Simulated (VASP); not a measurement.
# ZrB in VASP: further runs, part 2 of 2

VASP 6.6.1. Earlier steps stand in the parts before.

## (6) Single point, PBE

This run uses another cell than the first one, of 17.19 Å³/atom.

INCAR

```
SYSTEM = ZrB
ALGO = Normal
EDIFF = 1E-6
ENCUT = 520
GGA = PE
ISIF = 2
ISMEAR = -1
LASPH = .TRUE.
LCHARG = .TRUE.
LELF = .TRUE.
LREAL = .FALSE.
LVHAR = .TRUE.
LWAVE = .FALSE.
NBANDS = 14
NELM = 100
PREC = Accurate
SIGMA = 0.05
```

KPOINTS

```
k-points
0
G
  10 10 7
  0 0 0
```

POSCAR

```
ZrB
1.0
    2.4071252478     -2.4072146557      0.0000000000
    2.4071252478      2.4072146557      0.0000000000
    0.0000000000      0.0000000000      2.9664502693
Zr B
1 1
Direct
    0.0000000000      0.0000000000      0.5000000000
    0.5000000000      0.5000000000      0.5000000000
```

Potentials or basis: VASP PAW PBE potentials, release 64 (Zr_sv, B).

Command:

```console
$ cat potpaw_PBE.64/Zr_sv/POTCAR potpaw_PBE.64/B/POTCAR > POTCAR
$ mpirun -np 1 vasp_std > vasp.out
```

OUTCAR:

```text
SYSTEM = ZrB
   EDIFF = 1E-6
   ENCUT = 520
   GGA = PE
   ISIF = 2
   ISMEAR = -1
   LASPH = .TRUE.
   LREAL = .FALSE.
   NELM = 100
   PREC = Accurate

 ion  position               nearest neighbor table
   1  0.000  0.000  0.500-   2 2.41   2 2.41   2 2.41   2 2.41
   2  0.500  0.500  0.500-   1 2.41   1 2.41   1 2.41   1 2.41

  LATTYP: Found a base centered orthorhombic cell.
 ALAT       =     4.8142504956
 B/A-ratio  =     1.0000371430
 C/A-ratio  =     0.6161811214

  Lattice vectors:

 A1 = (   2.4071252478,  -2.4072146557,   0.0000000000)
 A2 = (   2.4071252478,   2.4072146557,   0.0000000000)
 A3 = (   0.0000000000,   0.0000000000,   2.9664502693)

Analysis of symmetry for initial positions (statically):
=====================================================================
 Subroutine PRICEL returns:
 Original cell was already a primitive cell.

 Routine SETGRP: Setting up the symmetry group for a
 base centered orthorhombic supercell.

 Subroutine GETGRP returns: Found  8 space group operations
 (whereof  8 operations were pure point group operations)
 out of a pool of  8 trial point group operations.

The static configuration has the point symmetry D_2h.

Analysis of symmetry for dynamics (positions and initial velocities):
=====================================================================
 Subroutine PRICEL returns:
 Original cell was already a primitive cell.

 Routine SETGRP: Setting up the symmetry group for a
 base centered orthorhombic supercell.

 Subroutine GETGRP returns: Found  8 space group operations
 (whereof  8 operations were pure point group operations)
 out of a pool of  8 trial point group operations.

The dynamic configuration has the point symmetry D_2h.

 Subroutine INISYM returns: Found  8 space group operations
 (whereof  8 operations are pure point group operations),
 and found     1 'primitive' translations

----------------------------------------------------------------------------------------

                                     Primitive cell

  volume of cell :      34.3780

  direct lattice vectors                    reciprocal lattice vectors
     2.407125248 -2.407214656  0.000000000     0.207716653 -0.207708938  0.000000000
     2.407125248  2.407214656  0.000000000     0.207716653  0.207708938  0.000000000
     0.000000000  0.000000000  2.966450269     0.000000000  0.000000000  0.337103241

  length of vectors
     3.404252393  3.404252393  2.966450269     0.293750253  0.293750253  0.337103241

  position of ions in fractional coordinates (direct lattice)
     0.000000000  0.000000000  0.500000000
     0.500000000  0.500000000  0.500000000

  ion indices of the primitive-cell ions
   primitive index   ion index
                 1           1
                 2           2

----------------------------------------------------------------------------------------

 KPOINTS: k-points

Automatic generation of k-mesh.
 Grid dimensions read from file:
 generate k-points for:   10   10    7

 Generating k-lattice:

  Cartesian coordinates                     Fractional coordinates (reciprocal lattice)
     0.020771665 -0.020770894  0.000000000     0.100000000 -0.000000000  0.000000000
     0.020771665  0.020770894  0.000000000    -0.000000000  0.100000000  0.000000000
     0.000000000  0.000000000  0.048157606     0.000000000  0.000000000  0.142857143
[... 41 lines left out ...]
   total plane-waves  NPLWV =  18816
   dimension x,y,z NGX =    28 NGY =   28 NGZ =   24
   dimension x,y,z NGXF=    56 NGYF=   56 NGZF=   48
   ions per type =               1   1
   NGX,Y,Z   is equivalent  to a cutoff of  13.67, 13.67, 13.45 a.u.
   NGXF,Y,Z  is equivalent  to a cutoff of  27.35, 27.35, 26.90 a.u.
 SYSTEM =  ZrB
   PREC   = accura    normal or accurate (medium, high low for compatibility)
   ISTART =      0    job   : 0-new  1-cont  2-samecut
   ICHARG =      2    charge: 1-file 2-atom 10-const
   ISPIN  =      1    spin polarized calculation?
   LNONCOLLINEAR =      F non collinear calculations
   LSORBIT =      F    spin-orbit coupling
   LASPH  =      T    aspherical Exc in radial PAW
   ENCUT  =  520.0 eV  38.22 Ry    6.18 a.u.   6.33  6.33  5.52*2*pi/ulx,y,z
   NELM   =    100;   NELMIN=  2; NELMDL= -5     # of ELM steps
   EDIFF  = 0.1E-05   stopping-criterion for ELM
   LREAL  =      F    real-space projection
   EDIFFG = 0.1E-04   stopping-criterion for IOM
   NSW    =      0    number of steps for IOM
   IBRION =     -1    ionic relax: 0-MD 1-quasi-New 2-CG
   NFREE  =      0    steps in history (QN), initial steepest desc. (CG)
   ISIF   =      2    stress and relaxation
   ISYM   =      2    0-nonsym 1-usesym 2-fastsym
   POTIM  = 0.5000    time-step for ionic-motion
   TEBEG  =    0.0;   TEEND  =   0.0 temperature during run
   PSTRESS=    0.0 pullay stress
   NELECT =      15.0000    total number of electrons
   NUPDOWN=      -1.0000    fix difference up-down
   EMIN   =  10.00;   EMAX   =-10.00  energy-range for DOS
   EFERMI =   0.00;   METHOD = LEGACY
   ISMEAR =    -1;   SIGMA  =   0.05  broadening in eV -4-tet -1-fermi 0-gaus
   EFERMI_NEDOS =   21; number of points for ismear=-14 and -15
   IALGO  =     38    algorithm
   IMIX   =      4    mixing-type and parameters
     AMIX     =   0.40;   BMIX     =  1.00
     AMIX_MAG =   1.60;   BMIX_MAG =  1.00
  volume/ion in A,a.u.               =      17.19       116.00
  Fermi-wavevector in a.u.,A,eV,Ry     =   1.241686  2.346446 20.977241  1.541784
  Thomas-Fermi vector in A             =   2.376073
   LORBIT       =      0    0 simple, 1 ext, 2 COOP (PROOUT), +10 PAW based schemes
   GGA     = PE    functional components
   LHFCALC =     F    Hartree Fock is set to
   AEXX    =    0.0000 exact exchange contribution
   IVDW    =     0    specifies the selected vdW correction
   LEPSILON=     F    determine dielectric tensor
   LRPA    =     F    only Hartree local field effects (RPA)
 non-spin polarized calculation
  energy-cutoff  :      520.00
  volume of cell :       34.38
 maximum number of plane-waves:       947
 NGX is ok and might be reduce to    28
   NGX = 13   NGY = 13   NGZ = 11

 number of electron      15.0000001 magnetization

 Free energy of the ion-electron system (eV)
  ---------------------------------------------------
  ext. energy  EPLUGINS =         0.00000000
  ---------------------------------------------------
  free energy    TOTEN  =       -13.81324347 eV

  energy without entropy =      -13.79901182  energy(sigma->0) =      -13.80612765

 E-fermi :   6.2709     XC(G=0): -10.6991

 val. band max:        6.2453564552   @ k =   0.3000   0.3000   0.1429
 cond. band min:       6.2719199275   @ k =   0.0000   0.0000   0.2857
 fundamental gap:      0.0265634722
 Fermi energy:         6.2709352840

 k-point     1 :       0.0000    0.0000    0.0000
  band No.  band energies     occupation
      1     -41.7629      2.00000
      2     -19.6139      2.00000
      3     -19.6138      2.00000
      4     -19.4727      2.00000
      5      -1.6682      2.00000
      6       4.9956      2.00000
      7       5.6612      1.99999
      8       8.4198      0.00000
      9       8.4200      0.00000
     10       9.6124      0.00000
     11      10.8223      0.00000
     12      11.2474      0.00000
     13      11.2475      0.00000
     14      15.5918      0.00000
[... 377 lines left out ...]
      1     -41.7245      2.00000
      2     -19.8993      2.00000
      3     -19.8005      2.00000
      4     -19.4379      2.00000
      5       0.1120      2.00000
      6       4.1284      2.00000
      7       5.4287      2.00000
      8       5.6769      1.99999
      9       9.3269      0.00000
     10      10.4632      0.00000
     11      11.5326      0.00000
     12      12.8903      0.00000
     13      13.7507      0.00000
     14      15.7186      0.00000

 [... further k-points ...]

------------------------ aborting loop because EDIFF is reached ----------------------------------------

  FORCE on cell =-STRESS in cart. coord.  units (eV):
  Direction    XX          YY          ZZ          XY          YZ          ZX
  --------------------------------------------------------------------------------------
  -------------------------------------------------------------------------------------
  Total        0.0279480      0.0259106     -0.0045976      0.0000000      0.0000000      0.0000000
  in kB        1.3025078      1.2075574     -0.2142684      0.0000000      0.0000000      0.0000000
  external PRESSURE =       0.7652656 kB  Pullay stress =       0.0000000 kB

 VOLUME and BASIS-vectors are now :
 -----------------------------------------------------------------------------
  energy-cutoff  :      520.00
  volume of cell :       34.38
      direct lattice vectors                 reciprocal lattice vectors
     2.407125248 -2.407214656  0.000000000     0.207716653 -0.207708938  0.000000000
     2.407125248  2.407214656  0.000000000     0.207716653  0.207708938  0.000000000
     0.000000000  0.000000000  2.966450269     0.000000000  0.000000000  0.337103241

 POSITION                                       TOTAL-FORCE (eV/Angst)
 -----------------------------------------------------------------------------------
      0.00000      0.00000      1.48323        -0.000000      0.000000      0.000000
      2.40713      0.00000      1.48323         0.000000     -0.000000      0.000000
 -----------------------------------------------------------------------------------
    total drift:                               -0.000000     -0.000000      0.000000

  FREE ENERGIE OF THE ION-ELECTRON SYSTEM (eV)
  ---------------------------------------------------
  free  energy   TOTEN  =       -13.8132434713 eV

  energy  without entropy=      -13.7990118233  energy(sigma->0) =      -13.80612765
```

OSZICAR:

```text
N       E                     dE             d eps       ncg     rms          rms(c)
DAV:   1     0.922697671399E+02    0.92270E+02   -0.74821E+03  3472   0.978E+02
DAV:   2    -0.970041371042E+01   -0.10197E+03   -0.96599E+02  4324   0.269E+02
DAV:   3    -0.156807526682E+02   -0.59803E+01   -0.59092E+01  6390   0.502E+01
DAV:   4    -0.157664802963E+02   -0.85728E-01   -0.85581E-01  3934   0.536E+00
DAV:   5    -0.157683748267E+02   -0.18945E-02   -0.18945E-02  4984   0.517E-01    0.143E+01
DAV:   6    -0.139273875822E+02    0.18410E+01   -0.55004E+00  3892   0.161E+01    0.499E+00
DAV:   7    -0.138091922760E+02    0.11820E+00   -0.38570E-01  3696   0.448E+00    0.373E+00
DAV:   8    -0.138201045153E+02   -0.10912E-01   -0.72749E-02  4276   0.218E+00    0.578E-01
DAV:   9    -0.138130345144E+02    0.70700E-02   -0.12881E-02  4124   0.689E-01    0.196E-01
DAV:  10    -0.138132693705E+02   -0.23486E-03   -0.99779E-04  4160   0.314E-01    0.634E-02
DAV:  11    -0.138132452380E+02    0.24132E-04   -0.55210E-05  4400   0.535E-02    0.921E-03
DAV:  12    -0.138132430561E+02    0.21819E-05   -0.72273E-06  4186   0.239E-02    0.848E-03
DAV:  13    -0.138132434713E+02   -0.41517E-06   -0.52382E-07  2134   0.675E-03
   1 F= -.13813243E+02 E0= -.13806128E+02  d E =-.142316E-01
```

Wall time 85 s (1 thread of Intel Xeon 8259CL, shared host); peak memory 0.19 GiB.

Results:

| Quantity | Value |
| --- | --- |
| Free energy | -13.8132 eV |
| Pressure | 0.1 GPa |
| Band gap on the k mesh | zero (an odd number of electrons rules out a gap without spin polarisation) |

Stress tensor (GPa, compression positive):
```
 0.13  0.00  0.00
 0.00  0.12  0.00
 0.00  0.00 -0.02
```

## (7) Summary

| level | potentials or basis | cell | k mesh | smearing | grid for exact exchange (PRECFOCK) | share of exact exchange | gap on the mesh (eV) | pressure (GPa) |
| --- | --- | --- | --- | --- | --- | --- | --- | --- |
| HF | VASP PAW PBE potentials, release 64 (Zr_sv, B) | a = 2.791, b = 2.791, c = 4.014 Å, angles 90.0, 90.0, 90.7°, 2 atoms | 5 × 5 × 4 | fermi-dirac 0.05 eV | Normal | 1 | none | 81.8 |
| PBE | VASP PAW PBE potentials, release 64 (Zr_sv, B) | a = 2.791, b = 2.791, c = 4.014 Å, angles 90.0, 90.0, 90.7°, 2 atoms | 10 × 10 × 7 | gaussian 0.011 eV | - | - | none | 76.4 |
| PBE | VASP PAW PBE potentials, release 64 (Zr_sv, B) | a = 2.791, b = 2.791, c = 4.014 Å, angles 90.0, 90.0, 90.7°, 2 atoms | 10 × 10 × 7 | fermi-dirac 0.05 eV | - | - | none | 76.5 |
| LDA | VASP PAW LDA potentials, release 64 (Zr_sv, B) | a = 2.791, b = 2.791, c = 4.014 Å, angles 90.0, 90.0, 90.7°, 2 atoms | 10 × 10 × 7 | fermi-dirac 0.05 eV | - | - | none | 69.2 |
| PBE | VASP PAW PBE potentials, release 64 (Zr_sv, B) | a = 3.404, b = 3.404, c = 2.966 Å, 2 atoms | 10 × 10 × 7 | fermi-dirac 0.05 eV | - | - | none | 0.1 |

Alike in all rows: task single point; no spin polarisation; cutoff (eV) 520.

Caveats: some runs use coarse meshes; the cell stands under pressure (at least some runs); the PAW data sets were made with another functional, which shifts forces and pressure a little (at least some runs).

Total energies depend on the potentials used, so only differences within one code and one set of settings carry meaning.
